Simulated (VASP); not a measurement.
HfB2:

```
Hf B
1.0
     3.14000    0.00000    0.00000
    -1.57000    2.71932    0.00000
     0.00000    0.00000    3.48000
Hf B
1 2
Direct
  0.00000 0.00000 0.00000
  0.66667 0.33333 0.50000
  0.33333 0.66667 0.50000
```

| Quantity | Value |
| --- | --- |
| Program | VASP 6.6.1 |
| Task | relaxation of cell and atoms |
| Functional | PBE |
| Dispersion | D3(BJ) |
| Potentials or basis | VASP PAW PBE potentials, release 64 (Hf_pv, B) |
| Cutoff | 600 eV |
| k mesh | 10 × 10 × 8 |
| Occupations | fermi-dirac, width 0.05 eV |
| Spin | no spin polarisation |

At the start: pressure -5.0 GPa; volume 9.90 Å³/atom.

Question: Where does the relaxation end?

Answer: Over 3 steps the energy falls by 3.1 meV/atom and the volume is 9.71 Å³/atom (-1.9 %); space group P6/mmm (No. 191, to 0.1 Å) before and after.

The path:
| step | energy change (eV) | largest force (eV/Å) | pressure (GPa) | volume (Å³) |
| --- | --- | --- | --- | --- |
| 1 | 0.0000 | 0.0000 | -5.01 | 29.71 |
| 2 | 0.0070 | 0.0000 | 7.17 | 28.40 |
| 3 | -0.0092 | 0.0000 | -0.02 | 29.14 |

Final structure:
```xyz
3
Lattice="3.1184 0.0000 0.0000 -1.5592 2.7006 0.0000 0.0000 0.0000 3.4604" Properties=species:S:1:pos:R:3 pbc="T T T"
Hf    0.0000    0.0000    0.0000
B     1.5592    0.9002    1.7302
B     0.0000    1.8004    1.7302
```
